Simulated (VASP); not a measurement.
# ZnCu (Cmcm) in VASP: notebook

ZnCu is run at these levels: PBE; tasks: single point, relaxation of cell and atoms.

Program: VASP 6.6.1. These are calculated values, not measurements. Logs are shortened: lines on timing, memory, paths and dates and some standing lists are left out, and cuts for length are marked.

**1. The cell of the first run**

The structure is orthorhombic, space group Cmcm (No. 63). Conventional cell: a = 2.598 Å, b = 9.854 Å, c = 4.133 Å, α = 90.00°, β = 90.00°, γ = 90.00°. Within 3.4 Å of Zn (site symmetry m2m) lie 7 Cu at 2.58 to 2.68 Å and 6 Zn at 2.60 to 2.92 Å. Within 3.3 Å of Cu (site symmetry m2m) lie 4 Cu at 2.49 to 2.60 Å and 7 Zn at 2.58 to 2.68 Å.

**2. Single point, PBE**

Contents of INCAR:

```
SYSTEM = ZnCu
  PREC = Accurate
  ENCUT = 520
  EDIFF = 1E-6
  ISMEAR = 0
  SIGMA = 0.1
  LREAL = .FALSE.
  LASPH = .TRUE.
  NELM = 100
  ALGO = Normal
  ISIF = 2
  LWAVE = .FALSE.
  LCHARG = .TRUE.
  GGA = PE
  LELF = .TRUE.
  LVHAR = .TRUE.
  NBANDS = 31
```

Contents of KPOINTS:

```
Automatic mesh
0
Gamma
  18 18 12
  0.5 0.5 0.5
```

Contents of POSCAR:

```
ZnCu
1.0
    1.2991769505     -4.9271187246      0.0000000000
    1.2991769505      4.9271187246      0.0000000000
    0.0000000000      0.0000000000      4.1325625238
Zn Cu
2 2
Direct
    0.3317495609      0.6682504391      0.7500000000
    0.6682504391      0.3317495609      0.2500000000
    0.0701612299      0.9298387701      0.7500000000
    0.9298387701      0.0701612299      0.2500000000
```

Potentials or basis: VASP PAW PBE potentials, release 64 (Zn, Cu).

The run is started by

```bash
> cat potpaw_PBE.64/Zn/POTCAR potpaw_PBE.64/Cu/POTCAR > POTCAR
> mpirun -np 1 vasp_std > vasp.out
```

OUTCAR:

```text
SYSTEM = ZnCu
   PREC = Accurate
   ENCUT = 520
   EDIFF = 1E-6
   ISMEAR = 0
   LREAL = .FALSE.
   LASPH = .TRUE.
   NELM = 100
   ISIF = 2
   GGA = PE

 ion  position               nearest neighbor table
   1  0.332  0.668  0.750-   3 2.58   4 2.63   4 2.63   4 2.63   4 2.63   3 2.68   3 2.68   2 2.92
                             2 2.92   2 2.92   2 2.92
   2  0.668  0.332  0.250-   4 2.58   3 2.63   3 2.63   3 2.63   3 2.63   4 2.68   4 2.68   1 2.92
                             1 2.92   1 2.92   1 2.92
   3  0.070  0.930  0.750-   4 2.49   4 2.49   1 2.58   2 2.63   2 2.63   2 2.63   2 2.63   1 2.68
                             1 2.68
   4  0.930  0.070  0.250-   3 2.49   3 2.49   2 2.58   1 2.63   1 2.63   1 2.63   1 2.63   2 2.68
                             2 2.68

  LATTYP: Found a base centered orthorhombic cell.
 ALAT       =     2.5983539010
 B/A-ratio  =     3.7924924104
 C/A-ratio  =     1.5904540649

  Lattice vectors:

 A1 = (   1.2991769505,  -4.9271187246,   0.0000000000)
 A2 = (   1.2991769505,   4.9271187246,   0.0000000000)
 A3 = (   0.0000000000,   0.0000000000,   4.1325625238)

Analysis of symmetry for initial positions (statically):
=====================================================================
 Subroutine PRICEL returns:
 Original cell was already a primitive cell.

 Routine SETGRP: Setting up the symmetry group for a
 base centered orthorhombic supercell.

 Subroutine GETGRP returns: Found  8 space group operations
 (whereof  4 operations were pure point group operations)
 out of a pool of  8 trial point group operations.

The static configuration has the point symmetry C_2h.
 The point group associated with its full space group is D_2h.

Analysis of symmetry for dynamics (positions and initial velocities):
=====================================================================
 Subroutine PRICEL returns:
 Original cell was already a primitive cell.

 Routine SETGRP: Setting up the symmetry group for a
 base centered orthorhombic supercell.

 Subroutine GETGRP returns: Found  8 space group operations
 (whereof  4 operations were pure point group operations)
 out of a pool of  8 trial point group operations.

The dynamic configuration has the point symmetry C_2h.
 The point group associated with its full space group is D_2h.

 Subroutine INISYM returns: Found  8 space group operations
 (whereof  4 operations are pure point group operations),
 and found     1 'primitive' translations

----------------------------------------------------------------------------------------

                                     Primitive cell

  volume of cell :      52.9067

  direct lattice vectors                    reciprocal lattice vectors
     1.299176950 -4.927118725  0.000000000     0.384859045 -0.101479187  0.000000000
     1.299176950  4.927118725  0.000000000     0.384859045  0.101479187  0.000000000
     0.000000000  0.000000000  4.132562524     0.000000000  0.000000000  0.241980610

  length of vectors
     5.095523494  5.095523494  4.132562524     0.398013203  0.398013203  0.241980610

  position of ions in fractional coordinates (direct lattice)
     0.331749561  0.668250439  0.750000000
     0.668250439  0.331749561  0.250000000
     0.070161230  0.929838770  0.750000000
     0.929838770  0.070161230  0.250000000

  ion indices of the primitive-cell ions
   primitive index   ion index
                 1           1
                 2           2
                 3           3
                 4           4

----------------------------------------------------------------------------------------

 KPOINTS: Automatic mesh

Automatic generation of k-mesh.
 Grid dimensions read from file:
 generate k-points for:   18   18   12

 Generating k-lattice:

  Cartesian coordinates                     Fractional coordinates (reciprocal lattice)
     0.021381058 -0.005637733  0.000000000     0.055555556 -0.000000000  0.000000000
     0.021381058  0.005637733  0.000000000    -0.000000000  0.055555556  0.000000000
     0.000000000  0.000000000  0.020165051     0.000000000  0.000000000  0.083333333

  Length of vectors
     0.022111845  0.022111845  0.020165051

  Shift w.r.t. Gamma in fractional coordinates (k-lattice)
     0.500000000  0.500000000  0.500000000

 Subroutine IBZKPT returns following result:
 ===========================================

 Found    540 irreducible k-points:

 Following reciprocal coordinates:
            Coordinates               Weight
  0.027778  0.027778  0.041667      4.000000
  0.083333  0.027778  0.041667      8.000000
  0.138889  0.027778  0.041667      8.000000
  0.194444  0.027778  0.041667      8.000000
  0.250000  0.027778  0.041667      8.000000
  0.305556  0.027778  0.041667      8.000000
[... 16 lines left out ...]
  0.305556  0.083333  0.041667      8.000000
  0.361111  0.083333  0.041667      8.000000
 [... further k-points ...]
   k-points           NKPTS =    540   k-points in BZ     NKDIM =    540   number of bands    NBANDS=     31
   number of dos      NEDOS =    301   number of ions     NIONS =      4
   total plane-waves  NPLWV =  51200
   dimension x,y,z NGX =    40 NGY =   40 NGZ =   32
   dimension x,y,z NGXF=    80 NGYF=   80 NGZF=   64
   ions per type =               2   2
   NGX,Y,Z   is equivalent  to a cutoff of  13.05, 13.05, 12.87 a.u.
   NGXF,Y,Z  is equivalent  to a cutoff of  26.10, 26.10, 25.75 a.u.
 SYSTEM =  ZnCu
   PREC   = accura    normal or accurate (medium, high low for compatibility)
   ISTART =      0    job   : 0-new  1-cont  2-samecut
   ICHARG =      2    charge: 1-file 2-atom 10-const
   ISPIN  =      1    spin polarized calculation?
   LNONCOLLINEAR =      F non collinear calculations
   LSORBIT =      F    spin-orbit coupling
   LASPH  =      T    aspherical Exc in radial PAW
   ENCUT  =  520.0 eV  38.22 Ry    6.18 a.u.   9.47  9.47  7.68*2*pi/ulx,y,z
   NELM   =    100;   NELMIN=  2; NELMDL= -5     # of ELM steps
   EDIFF  = 0.1E-05   stopping-criterion for ELM
   LREAL  =      F    real-space projection
   EDIFFG = 0.1E-04   stopping-criterion for IOM
   NSW    =      0    number of steps for IOM
   IBRION =     -1    ionic relax: 0-MD 1-quasi-New 2-CG
   NFREE  =      0    steps in history (QN), initial steepest desc. (CG)
   ISIF   =      2    stress and relaxation
   ISYM   =      2    0-nonsym 1-usesym 2-fastsym
   POTIM  = 0.5000    time-step for ionic-motion
   TEBEG  =    0.0;   TEEND  =   0.0 temperature during run
   PSTRESS=    0.0 pullay stress
   NELECT =      46.0000    total number of electrons
   NUPDOWN=      -1.0000    fix difference up-down
   EMIN   =  10.00;   EMAX   =-10.00  energy-range for DOS
   EFERMI =   0.00;   METHOD = LEGACY
   ISMEAR =     0;   SIGMA  =   0.10  broadening in eV -4-tet -1-fermi 0-gaus
   EFERMI_NEDOS =   21; number of points for ismear=-14 and -15
   IALGO  =     38    algorithm
   IMIX   =      4    mixing-type and parameters
     AMIX     =   0.40;   BMIX     =  1.00
     AMIX_MAG =   1.60;   BMIX_MAG =  1.00
  volume/ion in A,a.u.               =      13.23        89.26
  Fermi-wavevector in a.u.,A,eV,Ry     =   1.562514  2.952723 33.217934  2.441449
  Thomas-Fermi vector in A             =   2.665421
   LORBIT       =      0    0 simple, 1 ext, 2 COOP (PROOUT), +10 PAW based schemes
   GGA     = PE    functional components
   LHFCALC =     F    Hartree Fock is set to
   AEXX    =    0.0000 exact exchange contribution
   IVDW    =     0    specifies the selected vdW correction
   LEPSILON=     F    determine dielectric tensor
   LRPA    =     F    only Hartree local field effects (RPA)
 non-spin polarized calculation
 Gauss-broadening in eV      SIGMA  =   0.10
  energy-cutoff  :      520.00
  volume of cell :       52.91
 maximum number of plane-waves:      1443
 NGX is ok and might be reduce to    40
   NGX = 19   NGY = 19   NGZ = 15

 number of electron      45.9999983 magnetization

 Free energy of the ion-electron system (eV)
  ---------------------------------------------------
  ext. energy  EPLUGINS =         0.00000000
  ---------------------------------------------------
  free energy    TOTEN  =        -9.88868368 eV

  energy without entropy =       -9.88445428  energy(sigma->0) =       -9.88656898

 E-fermi :   5.2216     XC(G=0): -12.1954

 val. band max:        5.2173927536   @ k =   0.4722   0.0278   0.2083
 cond. band min:       5.2225246084   @ k =   0.1389   0.0833   0.4583
 fundamental gap:      0.0051318548
 Fermi energy:         5.2216228028

 k-point     1 :       0.0278    0.0278    0.0417
  band No.  band energies     occupation
      1      -4.7946      2.00000
      2      -2.8557      2.00000
      3      -2.6495      2.00000
      4      -2.5766      2.00000
      5      -2.4041      2.00000
      6      -2.0711      2.00000
[... 23 lines left out ...]
     30      17.4890      0.00000
     31      17.9431      0.00000

 k-point     2 :       0.0833    0.0278    0.0417
  band No.  band energies     occupation
      1      -4.5729      2.00000
      2      -2.7551      2.00000
      3      -2.6145      2.00000
      4      -2.5033      2.00000
      5      -2.4020      2.00000
      6      -2.1199      2.00000
[... 23 lines left out ...]
     30      15.4747      0.00000
     31      16.1339      0.00000

 k-point     3 :       0.1389    0.0278    0.0417
  band No.  band energies     occupation
      1      -4.2041      2.00000
      2      -2.6064      2.00000
      3      -2.5601      2.00000
      4      -2.4041      2.00000
      5      -2.3896      2.00000
      6      -2.2022      2.00000
[... 23 lines left out ...]
     30      14.0811      0.00000
     31      14.3828      0.00000

 k-point     4 :       0.1944    0.0278    0.0417
  band No.  band energies     occupation
      1      -3.7049      2.00000
      2      -2.5140      2.00000
      3      -2.4290      2.00000
      4      -2.4119      2.00000
      5      -2.3091      2.00000
      6      -2.2861      2.00000
[... 23 lines left out ...]
     30      13.7297      0.00000
     31      14.7689      0.00000

 k-point     5 :       0.2500    0.0278    0.0417
  band No.  band energies     occupation
      1      -3.1240      2.00000
      2      -2.4894      2.00000
      3      -2.4598      2.00000
      4      -2.4001      2.00000
      5      -2.3654      2.00000
      6      -2.2626      2.00000
[... 23 lines left out ...]
     30      14.3612      0.00000
     31      15.3391      0.00000
[... 542 lines left out ...]
     30      14.0111      0.00000
     31      14.7873      0.00000

 k-point    22 :       0.2500    0.0833    0.0417
  band No.  band energies     occupation
      1      -2.6547      2.00000
      2      -2.5222      2.00000
      3      -2.5127      2.00000
      4      -2.4825      2.00000
      5      -2.4192      2.00000
      6      -2.2295      2.00000
[... 23 lines left out ...]
     30      14.5005      0.00000
     31      14.8861      0.00000

 k-point    23 :       0.3056    0.0833    0.0417
  band No.  band energies     occupation
      1      -2.6118      2.00000
      2      -2.5691      2.00000
      3      -2.5645      2.00000
      4      -2.5431      2.00000
      5      -2.2360      2.00000
      6      -2.1502      2.00000
[... 23 lines left out ...]
     30      13.8236      0.00000
     31      14.5847      0.00000

 k-point    24 :       0.3611    0.0833    0.0417
  band No.  band energies     occupation
      1      -2.6641      2.00000
      2      -2.6073      2.00000
      3      -2.6040      2.00000
      4      -2.5846      2.00000
      5      -2.1582      2.00000
      6      -2.0716      2.00000
[... 23 lines left out ...]
     30      13.3920      0.00000
     31      13.6302      0.00000

 [... further k-points ...]
[... 5 lines left out ...]
  --------------------------------------------------------------------------------------
  -------------------------------------------------------------------------------------
  Total        0.1606868      0.0587946      0.2137552      0.0000000      0.0000000      0.0000000
  in kB        4.8660890      1.7804798      6.4731635      0.0000000      0.0000000      0.0000000
  external PRESSURE =       4.3732441 kB  Pullay stress =       0.0000000 kB

 VOLUME and BASIS-vectors are now :
 -----------------------------------------------------------------------------
  energy-cutoff  :      520.00
  volume of cell :       52.91
      direct lattice vectors                 reciprocal lattice vectors
     1.299176950 -4.927118725  0.000000000     0.384859045 -0.101479187  0.000000000
     1.299176950  4.927118725  0.000000000     0.384859045  0.101479187  0.000000000
     0.000000000  0.000000000  4.132562524     0.000000000  0.000000000  0.241980610

 POSITION                                       TOTAL-FORCE (eV/Angst)
 -----------------------------------------------------------------------------------
      1.29918      1.65798      3.09942         0.000000      0.012214     -0.000000
      1.29918     -1.65798      1.03314         0.000000     -0.012214     -0.000000
      1.29918      4.23573      3.09942         0.000000      0.003793      0.000000
      1.29918     -4.23573      1.03314         0.000000     -0.003793      0.000000
 -----------------------------------------------------------------------------------
    total drift:                                0.000000     -0.000000      0.000000

  FREE ENERGIE OF THE ION-ELECTRON SYSTEM (eV)
  ---------------------------------------------------
  free  energy   TOTEN  =        -9.8886836819 eV

  energy  without entropy=       -9.8844542787  energy(sigma->0) =       -9.88656898
```

Run time: 11 min. Hardware: 1 thread of AMD EPYC 9R45 (Zen 5), shared host; peak memory 0.77 GiB.

What came out:

| Item | Value |
| --- | --- |
| Free energy | -9.8887 eV |
| Pressure | 0.4 GPa |
| Largest force | 0.012 eV/Å |
| Band gap on the k mesh | zero (band 23 reaches 7.88 eV, above the bottom of band 24 at 3.11 eV) |

Forces on the atoms (eV/Å):
```
Zn   0.000  0.012  0.000
Zn   0.000 -0.012  0.000
Cu   0.000  0.004  0.000
Cu   0.000 -0.004  0.000
```

Stress tensor (GPa, compression positive):
```
0.49 0.00 0.00
0.00 0.18 0.00
0.00 0.00 0.65
```

**3. Single point, PBE**

This run uses another cell than the first one, of 13.02 Å³/atom, 0.984 times its volume.

Contents of INCAR:

```
SYSTEM = ZnCu
PREC     = Accurate       ! precision mode
ENCUT    = 520            ! plane-wave cutoff, eV
EDIFF    = 1E-6           ! SCF threshold, eV
ISMEAR   = 0              ! smearing method
SIGMA    = 0.1            ! smearing width, eV
LREAL    = .False.        ! projectors in reciprocal space
LASPH    = .True.         ! aspherical terms in the spheres
NELM     = 100            ! most SCF steps
ALGO     = Normal         ! electronic algorithm
ISIF     = 2              ! what is computed and relaxed
LWAVE    = .False.        ! write WAVECAR
LCHARG   = .False.        ! write CHGCAR
GGA      = PE             ! functional
NBANDS   = 31             ! bands
```

Contents of KPOINTS:

```
Automatic mesh
0
Gamma
  6 6 6
  0 0 0
```

Contents of POSCAR:

```
ZnCu
1.0
    1.7056541416     -4.4938820729      0.0000000000
    1.7056541416      4.4938820729      0.0000000000
    0.0000000000      0.0000000000      3.3968075041
Zn Cu
2 2
Direct
    0.3544000000      0.6456000000      0.7500000000
    0.6456000000      0.3544000000      0.2500000000
    0.0776000000      0.9224000000      0.7500000000
    0.9224000000      0.0776000000      0.2500000000
```

Potentials or basis: VASP PAW PBE potentials, release 64 (Zn, Cu).

The run is started by

```bash
> cat potpaw_PBE.64/Zn/POTCAR potpaw_PBE.64/Cu/POTCAR > POTCAR
> mpirun -np 1 vasp_std > vasp.out
```

Run time: 79 s. Hardware: 1 thread of AMD EPYC 9R45 (Zen 5), shared host; peak memory 0.18 GiB.

The run converged. Its results:

| Item | Value |
| --- | --- |
| Free energy | -8.7534 eV |
| Pressure | 15.7 GPa |
| Largest force | 1.741 eV/Å |
| Band gap on the k mesh | zero (band 23 reaches 7.73 eV, above the bottom of band 24 at 3.76 eV) |

Forces on the atoms (eV/Å):
```
Zn   0.000  0.225  0.000
Zn   0.000 -0.225  0.000
Cu   0.000 -1.741  0.000
Cu   0.000  1.741  0.000
```

Stress tensor (GPa, compression positive):
```
 8.09  0.00  0.00
 0.00 16.11  0.00
 0.00  0.00 22.75
```

Levels at points of the mesh, in eV from the Fermi level:
```
           k point  band 19  band 20  band 21  band 22  band 23  band 24  band 25  band 26  band 27  band 28
(0.00, 0.00, 0.00)    -3.36    -2.84    -2.65    -1.34    -0.46     1.89     3.98     5.17     6.13     7.82
(0.50, 0.00, 0.00)    -3.16    -2.93    -2.89    -2.55    -1.57    -0.48     5.25     6.71     6.83     7.45
(0.50, 0.50, 0.00)    -3.20    -2.90    -2.84    -2.77     1.76     4.11     5.31     6.15     7.35     7.46
(0.00, 0.00, 0.50)    -2.94    -2.94    -2.88    -2.88     0.34     0.34     3.56     3.56     8.29     8.29
(0.50, 0.00, 0.50)    -2.90    -2.90    -2.09    -2.09    -0.77    -0.77     0.39     0.39     3.53     3.53
(0.50, 0.50, 0.50)    -3.55    -3.55    -2.99    -2.99    -1.86    -1.86     6.52     6.52     8.69     8.69
```

Caveat: forces of over 1 eV/Å act on the atoms, so gaps and moduli don't describe the material at rest.

**4. Single point, PBE**

Contents of INCAR:

```
SYSTEM = ZnCu
PREC = Accurate ; ENCUT = 520
EDIFF = 1E-6 ; ISMEAR = 0
SIGMA = 0.1 ; LREAL = .FALSE.
LASPH = .TRUE. ; NELM = 100
ALGO = Normal ; ISIF = 2
LWAVE = .FALSE. ; LCHARG = .FALSE.
GGA = PE ; NBANDS = 31
```

Contents of KPOINTS:

```
Automatic mesh
0
G
  18 18 12
  0 0 0
```

Contents of POSCAR:

```
ZnCu
1.0
    1.2991769505     -4.9271187246      0.0000000000
    1.2991769505      4.9271187246      0.0000000000
    0.0000000000      0.0000000000      4.1325625238
Zn Cu
2 2
Direct
    0.3317495609      0.6682504391      0.7500000000
    0.6682504391      0.3317495609      0.2500000000
    0.0701612299      0.9298387701      0.7500000000
    0.9298387701      0.0701612299      0.2500000000
```

The run is started by

```bash
> cat potpaw_PBE.64/Zn/POTCAR potpaw_PBE.64/Cu/POTCAR > POTCAR
> mpirun -np 1 vasp_std > vasp.out
```

Run time: 21 min. Hardware: 1 thread of AMD EPYC 9R45 (Zen 5), shared host; peak memory 0.88 GiB.

Results (log left out):

| Item | Value |
| --- | --- |
| Free energy | -9.8874 eV |
| Pressure | 0.5 GPa |
| Largest force | 0.013 eV/Å |
| Band gap on the k mesh | zero (band 23 reaches 8.33 eV, above the bottom of band 24 at 3.02 eV) |

Forces on the atoms (eV/Å):
```
Zn   0.000  0.013  0.000
Zn   0.000 -0.013  0.000
Cu   0.000  0.004  0.000
Cu   0.000 -0.004  0.000
```

Stress tensor (GPa, compression positive):
```
0.37 0.00 0.00
0.00 0.49 0.00
0.00 0.00 0.52
```

Levels at points of the mesh, in eV from the Fermi level:
| k point | band 20 | band 21 | band 22 | band 23 | band 24 | band 25 | band 26 | band 27 |
| --- | --- | --- | --- | --- | --- | --- | --- | --- |
| (0.00, 0.00, 0.00) | -2.47 | -2.26 | -1.58 | -1.50 | -1.45 | 2.07 | 5.71 | 6.30 |
| (0.50, 0.00, 0.00) | -2.46 | -2.00 | -1.03 | -0.22 | 1.60 | 5.62 | 5.64 | 5.97 |
| (0.50, 0.50, 0.00) | -2.57 | -2.42 | -2.27 | 0.96 | 1.54 | 2.22 | 3.46 | 5.53 |
| (0.00, 0.00, 0.50) | -2.61 | -2.32 | -2.32 | -1.68 | -1.68 | 1.59 | 1.59 | 11.60 |
| (0.50, 0.00, 0.50) | -2.35 | -0.97 | -0.97 | 0.66 | 0.66 | 1.67 | 1.67 | 4.18 |
| (0.50, 0.50, 0.50) | -2.68 | -2.33 | -2.33 | -2.19 | -2.19 | 7.22 | 7.22 | 8.57 |

(Part 1 of 2 ends here.)
